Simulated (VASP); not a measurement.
Here is a VASP 6.6.1 calculation.

File INCAR:

```
SYSTEM = AsPt
PREC = Accurate ; ENCUT = 600
EDIFF = 1E-6 ; ISMEAR = 0
SIGMA = 0.1 ; LREAL = .FALSE.
LASPH = .TRUE. ; NELM = 100
ALGO = Normal ; ISIF = 3
LWAVE = .FALSE. ; LCHARG = .FALSE.
GGA = PE ; IBRION = 2
NSW = 90 ; EDIFFG = -0.04
```

Contents of KPOINTS:

```
regular mesh
0
G
  4 6 4
  0 0 0
```

File POSCAR:

```
AsPt
1.0
    4.7467846409      0.0000000000      0.0000000000
    0.0000000000      3.1412545417      0.0000000000
    0.0000000000      0.0000000000      4.8465070073
As Pt
2 2
Direct
    0.7500000000      0.0000000000      0.6870000000
    0.2500000000      0.0000000000      0.3130000000
    0.7500000000      0.5000000000      0.1880000000
    0.2500000000      0.5000000000      0.8120000000
```

Potentials or basis: VASP PAW PBE potentials, release 64 (As, Pt).

Command:

```console
$ cat potpaw_PBE.64/As/POTCAR potpaw_PBE.64/Pt/POTCAR > POTCAR
$ mpirun -np 1 vasp_std > vasp.out
```

Question: What does it give for the band gap on the k mesh?

Answer: Zero (band 15 reaches 12.96 eV, above the bottom of band 16 at 7.87 eV).

Question: Estimate the relaxed cell.

Answer: a = 4.634 Å, b = 3.092 Å, c = 4.654 Å, α = 90.00°, β = 90.00°, γ = 90.00°.

Question: Estimate the space group after relaxing (to 0.05 Å).

Answer: Pmma (No. 51).

Question: Estimate the relaxed volume.

Answer: 16.67 Å³/atom.

Final structure:
```yaml
crystal:
  lattice:
    - [4.63391, 0.00000, 0.00000]
    - [0.00000, 3.09160, 0.00000]
    - [0.00000, 0.00000, 4.65383]
  atoms:
    - { symbol: As, position: [0.75000, 0.00000, 0.74434] }
    - { symbol: As, position: [0.25000, 0.00000, 0.25566] }
    - { symbol: Pt, position: [0.75000, 0.50000, 0.23531] }
    - { symbol: Pt, position: [0.25000, 0.50000, 0.76469] }
```

Caveat: spin-orbit coupling is left out, which moves the levels of the heavy elements.
